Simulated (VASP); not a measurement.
# Cu (Im-3m) in VASP: further runs, part 2 of 2

VASP 6.6.1.

### 3 Relaxation of cell and atoms, PBEsol

File INCAR:

```
SYSTEM = Cu
ALGO = Normal ; EDIFF = 1E-7
EDIFFG = -0.02 ; ENCUT = 600
GGA = PS ; GGA_COMPAT = .FALSE.
IBRION = 2 ; ISIF = 3
ISMEAR = -1 ; LASPH = .TRUE.
LCHARG = .FALSE. ; LREAL = .FALSE.
LWAVE = .FALSE. ; NELM = 120
NELMIN = 4 ; NSW = 80
PREC = Accurate ; SIGMA = 0.1
```

File KPOINTS:

```
k-points
0
G
  11 11 11
  0 0 0
```

File POSCAR:

```
Cu
1.0
    1.4163217941      1.4163217941      1.4163217941
   -1.4163217941      1.4163217941      1.4163217941
   -1.4163217941     -1.4163217941      1.4163217941
Cu
1
Direct
    0.0000000000      0.0000000000      0.0000000000
```

Potentials or basis: VASP PAW PBE potentials, release 64 (Cu).

Started as:

```
cat potpaw_PBE.64/Cu/POTCAR > POTCAR
mpirun -np 1 vasp_std > vasp.out
```

OUTCAR:

```text
SYSTEM = Cu
   EDIFF = 1E-7
   EDIFFG = -0.02
   ENCUT = 600
   GGA = PS
   IBRION = 2
   ISIF = 3
   ISMEAR = -1
   LASPH = .TRUE.
   LREAL = .FALSE.
   NELM = 120
   NELMIN = 4
   NSW = 80
   PREC = Accurate

 ion  position               nearest neighbor table
   1  0.000  0.000  0.000-

  LATTYP: Found a body centered cubic cell.
 ALAT       =     2.8326435882

  Lattice vectors:

 A1 = (   1.4163217941,  -1.4163217941,  -1.4163217941)
 A2 = (   1.4163217941,   1.4163217941,   1.4163217941)
 A3 = (  -1.4163217941,  -1.4163217941,   1.4163217941)

Analysis of symmetry for initial positions (statically):
=====================================================================
 Subroutine PRICEL returns:
 Original cell was already a primitive cell.

 Routine SETGRP: Setting up the symmetry group for a
 body centered cubic supercell.

 Subroutine GETGRP returns: Found 48 space group operations
 (whereof 48 operations were pure point group operations)
 out of a pool of 48 trial point group operations.

The static configuration has the point symmetry O_h .

Analysis of symmetry for dynamics (positions and initial velocities):
=====================================================================
 Subroutine PRICEL returns:
 Original cell was already a primitive cell.

 Routine SETGRP: Setting up the symmetry group for a
 body centered cubic supercell.

 Subroutine GETGRP returns: Found 48 space group operations
 (whereof 48 operations were pure point group operations)
 out of a pool of 48 trial point group operations.

The dynamic configuration has the point symmetry O_h .

 Subroutine INISYM returns: Found 48 space group operations
 (whereof 48 operations are pure point group operations),
 and found     1 'primitive' translations

----------------------------------------------------------------------------------------

                                     Primitive cell

  volume of cell :      11.3644

  direct lattice vectors                    reciprocal lattice vectors
     1.416321794  1.416321794  1.416321794     0.353027117  0.000000000  0.353027117
    -1.416321794  1.416321794  1.416321794    -0.353027117  0.353027117  0.000000000
    -1.416321794 -1.416321794  1.416321794     0.000000000 -0.353027117  0.353027117

  length of vectors
     2.453141307  2.453141307  2.453141307     0.499255737  0.499255737  0.499255737

  position of ions in fractional coordinates (direct lattice)
     0.000000000  0.000000000  0.000000000

  ion indices of the primitive-cell ions
   primitive index   ion index
                 1           1

----------------------------------------------------------------------------------------

 KPOINTS: k-points

Automatic generation of k-mesh.
 Grid dimensions read from file:
 generate k-points for:   11   11   11

 Generating k-lattice:

[... 43 lines left out ...]
   k-points           NKPTS =     56   k-points in BZ     NKDIM =     56   number of bands    NBANDS=      9
   number of dos      NEDOS =    301   number of ions     NIONS =      1
   total plane-waves  NPLWV =   8000
   dimension x,y,z NGX =    20 NGY =   20 NGZ =   20
   dimension x,y,z NGXF=    40 NGYF=   40 NGZF=   40
   ions per type =               1
   NGX,Y,Z   is equivalent  to a cutoff of  13.55, 13.55, 13.55 a.u.
   NGXF,Y,Z  is equivalent  to a cutoff of  27.11, 27.11, 27.11 a.u.
 SYSTEM =  Cu
   PREC   = accura    normal or accurate (medium, high low for compatibility)
   ISTART =      0    job   : 0-new  1-cont  2-samecut
   ICHARG =      2    charge: 1-file 2-atom 10-const
   ISPIN  =      1    spin polarized calculation?
   LNONCOLLINEAR =      F non collinear calculations
   LSORBIT =      F    spin-orbit coupling
   LASPH  =      T    aspherical Exc in radial PAW
   ENCUT  =  600.0 eV  44.10 Ry    6.64 a.u.   4.90  4.90  4.90*2*pi/ulx,y,z
   NELM   =    120;   NELMIN=  4; NELMDL= -5     # of ELM steps
   EDIFF  = 0.1E-06   stopping-criterion for ELM
   LREAL  =      F    real-space projection
   EDIFFG = -.2E-01   stopping-criterion for IOM
   NSW    =     80    number of steps for IOM
   IBRION =      2    ionic relax: 0-MD 1-quasi-New 2-CG
   NFREE  =      1    steps in history (QN), initial steepest desc. (CG)
   ISIF   =      3    stress and relaxation
   ISYM   =      2    0-nonsym 1-usesym 2-fastsym
   POTIM  = 0.5000    time-step for ionic-motion
   TEBEG  =    0.0;   TEEND  =   0.0 temperature during run
   PSTRESS=    0.0 pullay stress
   NELECT =      11.0000    total number of electrons
   NUPDOWN=      -1.0000    fix difference up-down
   EMIN   =  10.00;   EMAX   =-10.00  energy-range for DOS
   EFERMI =   0.00;   METHOD = LEGACY
   ISMEAR =    -1;   SIGMA  =   0.10  broadening in eV -4-tet -1-fermi 0-gaus
   EFERMI_NEDOS =   21; number of points for ismear=-14 and -15
   IALGO  =     38    algorithm
   IMIX   =      4    mixing-type and parameters
     AMIX     =   0.40;   BMIX     =  1.00
     AMIX_MAG =   1.60;   BMIX_MAG =  1.00
  volume/ion in A,a.u.               =      11.36        76.69
  Fermi-wavevector in a.u.,A,eV,Ry     =   1.619411  3.060243 35.681176  2.622492
  Thomas-Fermi vector in A             =   2.713516
   LORBIT       =      0    0 simple, 1 ext, 2 COOP (PROOUT), +10 PAW based schemes
   GGA     = PS    functional components
   LHFCALC =     F    Hartree Fock is set to
   AEXX    =    0.0000 exact exchange contribution
   IVDW    =     0    specifies the selected vdW correction
   LEPSILON=     F    determine dielectric tensor
   LRPA    =     F    only Hartree local field effects (RPA)
 conjugate gradient relaxation of ions
 non-spin polarized calculation
  energy-cutoff  :      600.00
  volume of cell :       11.36
 maximum number of plane-waves:       390
   NGX =  9   NGY =  9   NGZ =  9

--------------------------------------- Ionic step        1  -------------------------------------------

 number of electron      10.9999986 magnetization

 Free energy of the ion-electron system (eV)
  ---------------------------------------------------
  ext. energy  EPLUGINS =         0.00000000
  ---------------------------------------------------
  free energy    TOTEN  =        -4.28111050 eV

  energy without entropy =       -4.27039831  energy(sigma->0) =       -4.27575441

------------------------ aborting loop because EDIFF is reached ----------------------------------------

  FORCE on cell =-STRESS in cart. coord.  units (eV):
  Direction    XX          YY          ZZ          XY          YZ          ZX
  --------------------------------------------------------------------------------------
  -------------------------------------------------------------------------------------
  Total        0.0571423      0.0571423      0.0571423      0.0000000      0.0000000      0.0000000
  in kB        8.0560615      8.0560615      8.0560615      0.0000000      0.0000000      0.0000000
  external PRESSURE =       8.0560615 kB  Pullay stress =       0.0000000 kB
[... 57 lines left out ...]
--------------------------------------- Ionic step        3  -------------------------------------------

 number of electron      10.9999985 magnetization

 Free energy of the ion-electron system (eV)
  ---------------------------------------------------
  ext. energy  EPLUGINS =         0.00000000
  ---------------------------------------------------
  free energy    TOTEN  =        -4.28124793 eV

  energy without entropy =       -4.27050926  energy(sigma->0) =       -4.27587860

 E-fermi :   7.7681     XC(G=0): -13.1057

 val. band max:        7.6610975212   @ k =   0.4545   0.0909   0.0909
 cond. band min:       7.7689649668   @ k =   0.4545   0.1818   0.0909
 fundamental gap:      0.1078674457
 Fermi energy:         7.7681425237

 k-point     1 :       0.0000    0.0000    0.0000
  band No.  band energies     occupation
      1      -1.8191      2.00000
      2       4.6203      2.00000
      3       4.6203      2.00000
      4       4.6203      2.00000
      5       5.6943      2.00000
      6       5.6943      2.00000
      7      33.1941      0.00000
      8      33.1941      0.00000
      9      33.1941      0.00000
[... 265 lines left out ...]
 k-point    24 :       0.4545    0.1818    0.0909
  band No.  band energies     occupation
      1       2.9331      2.00000
      2       4.1575      2.00000
      3       4.5292      2.00000
      4       5.4537      2.00000
      5       6.1286      2.00000
      6       7.7690      0.99589
      7      14.9308      0.00000
      8      20.9403      0.00000
      9      26.7869      0.00000

 [... further k-points ...]

------------------------ aborting loop because EDIFF is reached ----------------------------------------

  FORCE on cell =-STRESS in cart. coord.  units (eV):
  Direction    XX          YY          ZZ          XY          YZ          ZX
  --------------------------------------------------------------------------------------
  -------------------------------------------------------------------------------------
  Total        0.0012185      0.0012185      0.0012185      0.0000000      0.0000000     -0.0000000
  in kB        0.1709540      0.1709540      0.1709540      0.0000000      0.0000000     -0.0000000
  external PRESSURE =       0.1709540 kB  Pullay stress =       0.0000000 kB
[... 16 lines left out ...]
  FREE ENERGIE OF THE ION-ELECTRON SYSTEM (eV)
  ---------------------------------------------------
  free  energy   TOTEN  =        -4.2812479322 eV

  energy  without entropy=       -4.2705092648  energy(sigma->0) =       -4.27587860

 reached required accuracy - stopping structural energy minimisation
```

CONTCAR:

```text
Cu
   1.00000000000000
     1.4186172902662451    1.4186172902662451    1.4186172902662451
    -1.4186172902662451    1.4186172902662451    1.4186172902662451
    -1.4186172902662451   -1.4186172902662451    1.4186172902662451
  Cu
     1
Direct
     0.0000000000000000    0.0000000000000000    0.0000000000000000

  0.00000000E+00  0.00000000E+00  0.00000000E+00
```

Wall time 12 s (1 thread of Intel Xeon 6975P-C, shared host); peak memory 0.13 GiB.

Results:

```yaml
Free_energy: -4.2812 eV
Relaxed_volume: 11.42 Å³/atom
Relaxed_cell: a = 2.457 Å, b = 2.457 Å, c = 2.457 Å, α = 70.53°, β = 109.47°, γ = 70.53°
Space_group_after_relaxing_to_0.05_Å: Im-3m (No. 229)
Energy_gained_by_relaxing: 0.1 meV/atom
Ionic_steps: 3
Pressure_after_relaxing: 0.0 GPa
```

The path:
| step | energy change (eV) | largest force (eV/Å) | pressure (GPa) | volume (Å³) |
| --- | --- | --- | --- | --- |
| 1 | 0.0000 | 0.0000 | 0.81 | 11.36 |
| 2 | -0.0001 | 0.0000 | -0.52 | 11.46 |
| 3 | -0.0001 | 0.0000 | 0.02 | 11.42 |

Final structure:
```
Cu
1.0
     1.41862    1.41862    1.41862
    -1.41862    1.41862    1.41862
    -1.41862   -1.41862    1.41862
Cu
1
Direct
  0.00000 0.00000 0.00000
```

Levels at points of the mesh, in eV from the Fermi level:
| k point | band 1 | band 2 | band 3 | band 4 | band 5 | band 6 | band 7 | band 8 | band 9 |
| --- | --- | --- | --- | --- | --- | --- | --- | --- | --- |
| (0.00, 0.00, 0.00) | -9.59 | -3.15 | -3.15 | -3.15 | -2.07 | -2.07 | 25.43 | 25.43 | 25.43 |

Caveat: the PAW data sets were made with another functional, which shifts forces and pressure a little.

### 4 Relaxation of cell and atoms, PBEsol

This run uses another cell than the first one, of 11.82 Å³/atom, 1.040 times its volume.

File INCAR:

```
SYSTEM = Cu
PREC = Accurate ; ENCUT = 600
EDIFF = 1E-7 ; ISMEAR = -1
SIGMA = 0.1 ; LREAL = .False.
LASPH = .True. ; NELM = 120
ALGO = Normal ; ISIF = 3
LWAVE = .False. ; LCHARG = .False.
GGA = PS ; IBRION = 2
NSW = 80 ; EDIFFG = -0.02
GGA_COMPAT = .False. ; NELMIN = 4
```

File KPOINTS:

```
Automatic mesh
0
Gamma
  11 11 11
  0 0 0
```

File POSCAR:

```
Cu
1.0
    1.4350000000      1.4350000000      1.4350000000
   -1.4350000000      1.4350000000      1.4350000000
   -1.4350000000     -1.4350000000      1.4350000000
Cu
1
Direct
    0.0000000000      0.0000000000      0.0000000000
```

Started as:

```
cat potpaw_PBE.64/Cu/POTCAR > POTCAR
mpirun -np 1 vasp_std > vasp.out
```

It took 8.7 s on 1 thread of Intel Xeon 6975P-C, shared host; peak memory 0.13 GiB.

Results (log left out):

```
Free energy                            : -4.2814 eV
Relaxed volume                         : 11.42 Å³/atom
Relaxed cell                           : a = 2.457 Å, b = 2.457 Å, c = 2.457 Å, α = 70.53°, β = 109.47°, γ = 70.53°
Space group after relaxing (to 0.05 Å) : Im-3m (No. 229)
Energy gained by relaxing              : 6.6 meV/atom
Ionic steps                            : 3
Pressure after relaxing                : 0.0 GPa
```

The path:
```
step  energy change (eV)  largest force (eV/Å)  pressure (GPa)  volume (Å³)
   1              0.0000                0.0000           -5.09        11.82
   2             -0.0042                0.0000            3.44        11.19
   3             -0.0066                0.0000           -0.01        11.42
```

Final structure:
```cif
data_structure
_symmetry_space_group_name_H-M 'P 1'
_symmetry_Int_Tables_number 1
_cell_length_a 2.4570
_cell_length_b 2.4570
_cell_length_c 2.4570
_cell_angle_alpha 70.529
_cell_angle_beta 109.471
_cell_angle_gamma 70.529
_cell_volume 11.42
loop_
_atom_site_label
_atom_site_type_symbol
_atom_site_fract_x
_atom_site_fract_y
_atom_site_fract_z
_atom_site_occupancy
Cu1 Cu 0.00000 0.00000 0.00000 1
```

Levels at points of the mesh, in eV from the Fermi level:
| k point | band 3 | band 4 | band 5 | band 6 | band 7 | band 8 |
| --- | --- | --- | --- | --- | --- | --- |
| (0.00, 0.00, 0.00) | -3.15 | -3.15 | -2.07 | -2.07 | 25.43 | 25.43 |

Caveat: the PAW data sets were made with another functional, which shifts forces and pressure a little.

### 5 Overview

```csv
task,cell,gap on the mesh (eV),pressure (GPa),relaxed volume (Å³/atom)
single point,"a = 2.453 Å, angles 70.5, 109.5, 70.5°, 1 atom",none,0.8,-
relaxation of cell and atoms,"relaxed from a = 2.453 Å, angles 70.5, 109.5, 70.5°, 1 atom",none,0.0,11.42
relaxation of cell and atoms,"relaxed from a = 2.485 Å, angles 70.5, 109.5, 70.5°, 1 atom",none,0.0,11.42
```

Alike in all rows: level PBEsol; potentials or basis VASP PAW PBE potentials, release 64 (Cu); no spin polarisation; k mesh 11 × 11 × 11; cutoff (eV) 600; smearing fermi-dirac 0.1 eV.

Caveats: the PAW data sets were made with another functional, which shifts forces and pressure a little.

Absolute energies hang on the potentials; compare differences alone.
